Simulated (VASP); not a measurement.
# TaN (P-6m2) in VASP: a series of runs, part 2 of 2

VASP 6.6.1. Earlier steps stand in the parts before.

**3. Electric field gradients, PBE (10.13 Å³/atom)**

This run uses another cell than the first one, of 10.13 Å³/atom.

INCAR

```
  ALGO = Normal
  EDIFF = 1E-8
  ENCUT = 520
  GGA = PE
  GGA_COMPAT = F
  ISIF = 2
  ISMEAR = -1
  LASPH = T
  LCHARG = F
  LEFG = T
  LREAL = F
  LWAVE = F
  NBANDS = 16
  NELM = 120
  PREC = Accurate
  SIGMA = 0.02
```

KPOINTS

```
k-points
0
Gamma
  12 12 10
```

POSCAR

```
TaN
1.0
    2.8785330664      0.0000000000      0.0000000000
   -1.4392665332      2.4928827612      0.0000000000
    0.0000000000      0.0000000000      2.8246473979
Ta N
1 1
Direct
    0.3333333333      0.6666666667      0.5000000000
    0.0000000000      0.0000000000      0.0000000000
```

Potentials or basis: VASP PAW PBE potentials, release 64 (Ta_sv_GW, N).

On the command line:

```
$ cat potpaw_PBE.64/Ta_sv_GW/POTCAR potpaw_PBE.64/N/POTCAR > POTCAR
$ mpirun -np 1 vasp_std > vasp.out
```

OUTCAR:

```text
EDIFF = 1E-8
   ENCUT = 520
   GGA = PE
   ISIF = 2
   ISMEAR = -1
   LASPH = T
   LREAL = F
   NELM = 120
   PREC = Accurate

 ion  position               nearest neighbor table
   1  0.333  0.667  0.500-   2 2.18   2 2.18   2 2.18   2 2.18   2 2.18   2 2.18
   2  0.000  0.000  0.000-   1 2.18   1 2.18   1 2.18   1 2.18   1 2.18   1 2.18

  LATTYP: Found a hexagonal cell.
 ALAT       =     2.8785330664
 C/A-ratio  =     0.9812801635

  Lattice vectors:

 A1 = (   2.8785330664,   0.0000000000,   0.0000000000)
 A2 = (  -1.4392665332,   2.4928827612,   0.0000000000)
 A3 = (   0.0000000000,   0.0000000000,   2.8246473979)

Analysis of symmetry for initial positions (statically):
=====================================================================
 Subroutine PRICEL returns:
 Original cell was already a primitive cell.

 Routine SETGRP: Setting up the symmetry group for a
 hexagonal supercell.

 Subroutine GETGRP returns: Found 12 space group operations
 (whereof 12 operations were pure point group operations)
 out of a pool of 24 trial point group operations.

The static configuration has the point symmetry D_3h.

Analysis of symmetry for dynamics (positions and initial velocities):
=====================================================================
 Subroutine PRICEL returns:
 Original cell was already a primitive cell.

 Routine SETGRP: Setting up the symmetry group for a
 hexagonal supercell.

 Subroutine GETGRP returns: Found 12 space group operations
 (whereof 12 operations were pure point group operations)
 out of a pool of 24 trial point group operations.

The dynamic configuration has the point symmetry D_3h.

 Subroutine INISYM returns: Found 12 space group operations
 (whereof 12 operations are pure point group operations),
 and found     1 'primitive' translations

----------------------------------------------------------------------------------------

                                     Primitive cell

  volume of cell :      20.2692

  direct lattice vectors                    reciprocal lattice vectors
     2.878533066  0.000000000  0.000000000     0.347399171  0.200571005  0.000000000
    -1.439266533  2.492882761  0.000000000     0.000000000  0.401142009  0.000000000
     0.000000000  0.000000000  2.824647398     0.000000000  0.000000000  0.354026489

  length of vectors
     2.878533066  2.878533066  2.824647398     0.401142009  0.401142009  0.354026489

  position of ions in fractional coordinates (direct lattice)
     0.333333333  0.666666667  0.500000000
     0.000000000  0.000000000  0.000000000

  ion indices of the primitive-cell ions
   primitive index   ion index
                 1           1
                 2           2

----------------------------------------------------------------------------------------

 KPOINTS: k-points

[... 72 lines left out ...]
   NFREE  =      0    steps in history (QN), initial steepest desc. (CG)
   ISIF   =      2    stress and relaxation
   ISYM   =      2    0-nonsym 1-usesym 2-fastsym
   POTIM  = 0.5000    time-step for ionic-motion
   TEBEG  =    0.0;   TEEND  =   0.0 temperature during run
   PSTRESS=    0.0 pullay stress
   NELECT =      18.0000    total number of electrons
   NUPDOWN=      -1.0000    fix difference up-down
   EMIN   =  10.00;   EMAX   =-10.00  energy-range for DOS
   EFERMI =   0.00;   METHOD = LEGACY
   ISMEAR =    -1;   SIGMA  =   0.02  broadening in eV -4-tet -1-fermi 0-gaus
   EFERMI_NEDOS =   21; number of points for ismear=-14 and -15
   IALGO  =     38    algorithm
   IMIX   =      4    mixing-type and parameters
     AMIX     =   0.40;   BMIX     =  1.00
     AMIX_MAG =   1.60;   BMIX_MAG =  1.00
  volume/ion in A,a.u.               =      10.13        68.39
  Fermi-wavevector in a.u.,A,eV,Ry     =   1.573572  2.973619 33.689769  2.476128
  Thomas-Fermi vector in A             =   2.674836
   LORBIT       =      0    0 simple, 1 ext, 2 COOP (PROOUT), +10 PAW based schemes
   GGA     = PE    functional components
   LHFCALC =     F    Hartree Fock is set to
   AEXX    =    0.0000 exact exchange contribution
   IVDW    =     0    specifies the selected vdW correction
   LEPSILON=     F    determine dielectric tensor
   LRPA    =     F    only Hartree local field effects (RPA)
 non-spin polarized calculation
  energy-cutoff  :      520.00
  volume of cell :       20.27
 maximum number of plane-waves:       574
 NGX is ok and might be reduce to    24
   NGX = 11   NGY = 11   NGZ = 11

 number of electron      18.0000001 magnetization

 Free energy of the ion-electron system (eV)
  ---------------------------------------------------
  ext. energy  EPLUGINS =         0.00000000
  ---------------------------------------------------
  free energy    TOTEN  =       -24.82147377 eV

  energy without entropy =      -24.82138925  energy(sigma->0) =      -24.82143151

 E-fermi :  13.4792     XC(G=0): -14.0445

 val. band max:       13.3623778788   @ k =   0.0000   0.0000   0.4000
 cond. band min:      13.4966263973   @ k =   0.3333   0.3333   0.0000
 fundamental gap:      0.1342485185
 Fermi energy:        13.4792424385

 k-point     1 :       0.0000    0.0000    0.0000
  band No.  band energies     occupation
      1     -55.0131      2.00000
      2     -21.2850      2.00000
      3     -20.9920      2.00000
      4     -20.9920      2.00000
      5      -4.8608      2.00000
      6       8.5257      2.00000
[... 433 lines left out ...]
      3     -21.2542      2.00000
      4     -21.1969      2.00000
      5      -2.9539      2.00000
      6       5.4669      2.00000
[... 8 lines left out ...]
     15      27.0873      0.00000
     16      30.2279      0.00000

 [... further k-points ...]

------------------------ aborting loop because EDIFF is reached ----------------------------------------

  FORCE on cell =-STRESS in cart. coord.  units (eV):
  Direction    XX          YY          ZZ          XY          YZ          ZX
  --------------------------------------------------------------------------------------
  -------------------------------------------------------------------------------------
  Total        3.5666556      3.5666556      4.0910671     -0.0000000     -0.0000000      0.0000000
  in kB      281.9255531    281.9255531    323.3775530     -0.0000000     -0.0000000      0.0000000
  external PRESSURE =     295.7428864 kB  Pullay stress =       0.0000000 kB

 VOLUME and BASIS-vectors are now :
 -----------------------------------------------------------------------------
  energy-cutoff  :      520.00
  volume of cell :       20.27
      direct lattice vectors                 reciprocal lattice vectors
     2.878533066  0.000000000  0.000000000     0.347399171  0.200571005  0.000000000
    -1.439266533  2.492882761  0.000000000     0.000000000  0.401142009  0.000000000
     0.000000000  0.000000000  2.824647398     0.000000000  0.000000000  0.354026489

 POSITION                                       TOTAL-FORCE (eV/Angst)
 -----------------------------------------------------------------------------------
     -0.00000      1.66192      1.41232        -0.000000      0.000000      0.000000
      0.00000      0.00000      0.00000         0.000000     -0.000000      0.000000
 -----------------------------------------------------------------------------------
    total drift:                                0.000000     -0.000000     -0.000000

  FREE ENERGIE OF THE ION-ELECTRON SYSTEM (eV)
  ---------------------------------------------------
  free  energy   TOTEN  =       -24.8214737669 eV

  energy  without entropy=      -24.8213892452  energy(sigma->0) =      -24.82143151

 Electric field gradients (V/A^2)
---------------------------------------------------------------------
 ion       V_xx      V_yy      V_zz      V_xy      V_xz      V_yz
---------------------------------------------------------------------
   1     -13.242   -13.242    26.484    -0.000     0.000    -0.000
   2       0.196     0.197    -0.393     0.000    -0.000    -0.000
---------------------------------------------------------------------

 Electric field gradients after diagonalization (V/A^2)
 (convention: |V_zz| > |V_xx| > |V_yy|)
----------------------------------------------------------------------
 ion       V_xx      V_yy      V_zz     asymmetry (V_yy - V_xx)/ V_zz
----------------------------------------------------------------------
   1     -13.243   -13.242    26.484       0.000
   2       0.197     0.196    -0.393       0.003
----------------------------------------------------------------------

           NMR quadrupolar parameters

 Cq : quadrupolar parameter    Cq=e*Q*V_zz/h
 eta: asymmetry parameters     (V_yy - V_xx)/ V_zz
 Q  : nuclear electric quadrupole moment in mb (millibarn)
----------------------------------------------------------------------
 ion       Cq(MHz)       eta       Q (mb)
----------------------------------------------------------------------
   1       0.064       0.000       1.000
   2      -0.001       0.003       1.000
----------------------------------------------------------------------
```

OSZICAR:

```text
N       E                     dE             d eps       ncg     rms          rms(c)
DAV:   1     0.998387243745E+02    0.99839E+02   -0.11345E+04  3672   0.115E+03
DAV:   2    -0.239488704760E+02   -0.12379E+03   -0.11980E+03  5096   0.309E+02
DAV:   3    -0.282523158308E+02   -0.43034E+01   -0.43003E+01  4136   0.523E+01
DAV:   4    -0.283732451253E+02   -0.12093E+00   -0.12093E+00  5200   0.602E+00
DAV:   5    -0.283774951703E+02   -0.42500E-02   -0.42500E-02  4128   0.886E-01    0.596E+01
DAV:   6    -0.249144894876E+02    0.34630E+01   -0.69595E+00  4176   0.233E+01    0.604E+01
DAV:   7    -0.248513208371E+02    0.63169E-01   -0.44875E-01  3872   0.557E+00    0.256E+01
DAV:   8    -0.248220711046E+02    0.29250E-01   -0.83068E-02  4592   0.238E+00    0.534E+00
DAV:   9    -0.248214794934E+02    0.59161E-03   -0.69788E-03  4552   0.838E-01    0.113E+00
DAV:  10    -0.248214596186E+02    0.19875E-04   -0.11472E-03  3856   0.358E-01    0.346E-01
DAV:  11    -0.248214754592E+02   -0.15841E-04   -0.41497E-05  4392   0.741E-02    0.178E-01
DAV:  12    -0.248214737917E+02    0.16675E-05   -0.52522E-06  4544   0.234E-02    0.159E-02
DAV:  13    -0.248214738346E+02   -0.42878E-07   -0.50698E-07  4264   0.577E-03    0.394E-03
DAV:  14    -0.248214737994E+02    0.35134E-07   -0.53112E-08  4288   0.179E-03    0.491E-03
DAV:  15    -0.248214737707E+02    0.28730E-07   -0.37425E-09  2168   0.553E-04    0.905E-04
DAV:  16    -0.248214737669E+02    0.38008E-08   -0.55857E-10  2040   0.184E-04
   1 F= -.24821474E+02 E0= -.24821432E+02  d E =-.845217E-04
```

Run time: 26 s. Hardware: 1 thread of Intel Xeon Platinum 8259CL at 2.50GHz (Skylake/Cascade Lake), shared host; peak memory 0.18 GiB.

What came out:

```
Free energy                             : -24.8215 eV
Pressure                                : 29.6 GPa
Band gap on the k mesh                  : zero (bands 9 and 10 overlap by 0.54 eV)
Largest electric field gradient by atom : Ta +26.5; N -0.4 V/Å²
```

Electric field gradients, principal values (V/Å²):
| atom | least | middle | greatest (by size) |
| --- | --- | --- | --- |
| 1 Ta | -13.242 | -13.243 | 26.484 |
| 2 N | 0.196 | 0.197 | -0.393 |

Caveat: the cell stands under pressure; without QUAD_EFG the Cq values of the log hold for a quadrupole moment of 1 mb, not for the nuclei; spin-orbit coupling is left out, which moves the levels of the heavy elements.

**4. Electric field gradients, PBE (10.34 Å³/atom)**

This run uses another cell than the first one, of 10.34 Å³/atom.

INCAR

```
SYSTEM = TaN
PREC = Accurate
ENCUT = 520
EDIFF = 1E-8
ISMEAR = -1
SIGMA = 0.02
LREAL = .FALSE.
LASPH = .TRUE.
NELM = 120
ALGO = Normal
ISIF = 2
LWAVE = .FALSE.
LCHARG = .FALSE.
GGA = PE
LEFG = .TRUE.
NBANDS = 16
GGA_COMPAT = .FALSE.
```

KPOINTS

```
Automatic mesh
0
G
  12 12 10
  0 0 0
```

POSCAR

```
TaN
1.0
    2.8982913036      0.0000000000      0.0000000000
   -1.4491456518      2.5099938965      0.0000000000
    0.0000000000      0.0000000000      2.8440357641
Ta N
1 1
Direct
    0.3333333333      0.6666666667      0.5000000000
    0.0000000000      0.0000000000      0.0000000000
```

Potentials or basis: VASP PAW PBE potentials, release 64 (Ta_sv_GW, N).

On the command line:

```
$ cat potpaw_PBE.64/Ta_sv_GW/POTCAR potpaw_PBE.64/N/POTCAR > POTCAR
$ mpirun -np 1 vasp_std > vasp.out
```

OUTCAR:

```text
SYSTEM = TaN
   PREC = Accurate
   ENCUT = 520
   EDIFF = 1E-8
   ISMEAR = -1
   LREAL = .FALSE.
   LASPH = .TRUE.
   NELM = 120
   ISIF = 2
   GGA = PE

 ion  position               nearest neighbor table
   1  0.333  0.667  0.500-   2 2.20   2 2.20   2 2.20   2 2.20   2 2.20   2 2.20
   2  0.000  0.000  0.000-   1 2.20   1 2.20   1 2.20   1 2.20   1 2.20   1 2.20

  LATTYP: Found a hexagonal cell.
 ALAT       =     2.8982913036
 C/A-ratio  =     0.9812801634

  Lattice vectors:

 A1 = (   2.8982913036,   0.0000000000,   0.0000000000)
 A2 = (  -1.4491456518,   2.5099938965,   0.0000000000)
 A3 = (   0.0000000000,   0.0000000000,   2.8440357641)

Analysis of symmetry for initial positions (statically):
=====================================================================
 Subroutine PRICEL returns:
 Original cell was already a primitive cell.

 Routine SETGRP: Setting up the symmetry group for a
 hexagonal supercell.
[... 645 lines left out ...]
  volume of cell :       20.69
      direct lattice vectors                 reciprocal lattice vectors
     2.898291304  0.000000000  0.000000000     0.345030880  0.199203672  0.000000000
    -1.449145652  2.509993897  0.000000000     0.000000000  0.398407343  0.000000000
     0.000000000  0.000000000  2.844035764     0.000000000  0.000000000  0.351613019

 POSITION                                       TOTAL-FORCE (eV/Angst)
 -----------------------------------------------------------------------------------
     -0.00000      1.67333      1.42202        -0.000000      0.000000      0.000000
      0.00000      0.00000      0.00000         0.000000      0.000000      0.000000
 -----------------------------------------------------------------------------------
    total drift:                                0.000000     -0.000000     -0.000000

  FREE ENERGIE OF THE ION-ELECTRON SYSTEM (eV)
  ---------------------------------------------------
  free  energy   TOTEN  =       -24.8886355283 eV

  energy  without entropy=      -24.8885509870  energy(sigma->0) =      -24.88859326

 Electric field gradients (V/A^2)
---------------------------------------------------------------------
 ion       V_xx      V_yy      V_zz      V_xy      V_xz      V_yz
---------------------------------------------------------------------
   1     -14.736   -14.737    29.473    -0.000     0.000    -0.000
   2       0.028     0.029    -0.057     0.001    -0.000    -0.000
---------------------------------------------------------------------

 Electric field gradients after diagonalization (V/A^2)
 (convention: |V_zz| > |V_xx| > |V_yy|)
----------------------------------------------------------------------
 ion       V_xx      V_yy      V_zz     asymmetry (V_yy - V_xx)/ V_zz
----------------------------------------------------------------------
   1     -14.737   -14.736    29.473       0.000
   2       0.029     0.028    -0.057       0.028
----------------------------------------------------------------------

           NMR quadrupolar parameters

 Cq : quadrupolar parameter    Cq=e*Q*V_zz/h
 eta: asymmetry parameters     (V_yy - V_xx)/ V_zz
 Q  : nuclear electric quadrupole moment in mb (millibarn)
----------------------------------------------------------------------
 ion       Cq(MHz)       eta       Q (mb)
----------------------------------------------------------------------
   1       0.071       0.000       1.000
   2      -0.000       0.028       1.000
----------------------------------------------------------------------
```

OSZICAR:

```text
N       E                     dE             d eps       ncg     rms          rms(c)
DAV:   1     0.103142082586E+03    0.10314E+03   -0.11356E+04  3688   0.115E+03
DAV:   2    -0.236623690270E+02   -0.12680E+03   -0.12261E+03  5120   0.311E+02
DAV:   3    -0.283564368459E+02   -0.46941E+01   -0.46900E+01  4240   0.539E+01
DAV:   4    -0.284788158997E+02   -0.12238E+00   -0.12238E+00  5112   0.612E+00
DAV:   5    -0.284832784024E+02   -0.44625E-02   -0.44625E-02  4280   0.891E-01    0.584E+01
DAV:   6    -0.249957144835E+02    0.34876E+01   -0.71000E+00  4184   0.233E+01    0.595E+01
DAV:   7    -0.249217683152E+02    0.73946E-01   -0.46374E-01  3888   0.563E+00    0.257E+01
DAV:   8    -0.248892683908E+02    0.32500E-01   -0.94755E-02  4632   0.250E+00    0.537E+00
DAV:   9    -0.248886468191E+02    0.62157E-03   -0.71452E-03  4560   0.841E-01    0.105E+00
DAV:  10    -0.248886165015E+02    0.30318E-04   -0.12366E-03  3880   0.364E-01    0.294E-01
DAV:  11    -0.248886374815E+02   -0.20980E-04   -0.47837E-05  4320   0.797E-02    0.179E-01
DAV:  12    -0.248886355029E+02    0.19787E-05   -0.57770E-06  4632   0.245E-02    0.415E-03
DAV:  13    -0.248886356096E+02   -0.10674E-06   -0.55555E-07  4200   0.625E-03    0.163E-03
DAV:  14    -0.248886355660E+02    0.43643E-07   -0.57333E-08  4424   0.183E-03    0.543E-03
DAV:  15    -0.248886355335E+02    0.32455E-07   -0.45104E-09  2232   0.600E-04    0.114E-03
DAV:  16    -0.248886355283E+02    0.52266E-08   -0.62198E-10  2104   0.199E-04
   1 F= -.24888636E+02 E0= -.24888593E+02  d E =-.845412E-04
```

stdout:

```text
POSCAR found type information on POSCAR TaN
 POSCAR found :  2 types and       2 ions
 scaLAPACK will be used
 LDA part: xc-table for (Slater+PW92), standard interpolation
 POSCAR, INCAR and KPOINTS ok, starting setup
 FFT: planning ... GRIDC
 FFT: planning ... GRID_SOFT
 FFT: planning ... GRID
 WAVECAR not read
 entering main loop
ion   1

ion   2
```

It took 29 s on 1 thread of Intel Xeon 6975P-C (Granite Rapids), shared host; peak memory 0.17 GiB.

What came out:

| Quantity | Value |
| --- | --- |
| Free energy | -24.8886 eV |
| Pressure | 20.4 GPa |
| Band gap on the k mesh | zero (bands 9 and 10 overlap by 0.53 eV) |
| Largest electric field gradient by atom | Ta +29.5; N -0.1 V/Å² |

Electric field gradients, principal values (V/Å²):
| atom | least | middle | greatest (by size) |
| --- | --- | --- | --- |
| 1 Ta | -14.736 | -14.737 | 29.473 |
| 2 N | 0.028 | 0.029 | -0.057 |

Caveat: the cell stands under pressure; without QUAD_EFG the Cq values of the log hold for a quadrupole moment of 1 mb, not for the nuclei; spin-orbit coupling is left out, which moves the levels of the heavy elements.

**5. Summary**

| cell | gap on the mesh (eV) | pressure (GPa) |
| --- | --- | --- |
| a = 2.938, b = 2.938, c = 2.883 Å, angles 90.0, 90.0, 120.0°, 2 atoms | none | 4.4 |
| a = 2.879, b = 2.879, c = 2.825 Å, angles 90.0, 90.0, 120.0°, 2 atoms | none | 29.6 |
| a = 2.898, b = 2.898, c = 2.844 Å, angles 90.0, 90.0, 120.0°, 2 atoms | none | 20.4 |

Alike in all rows: task electric field gradients; level PBE; potentials or basis VASP PAW PBE potentials, release 64 (Ta_sv_GW, N); no spin polarisation; k mesh 12 × 12 × 10; cutoff (eV) 520; smearing fermi-dirac 0.02 eV.

Caveats: the cell stands under pressure; spin-orbit coupling is left out, which moves the levels of the heavy elements.

Absolute energies hang on the potentials; compare differences alone.

The gap in the log of VASP goes by the Fermi energy; the results here count the filled bands.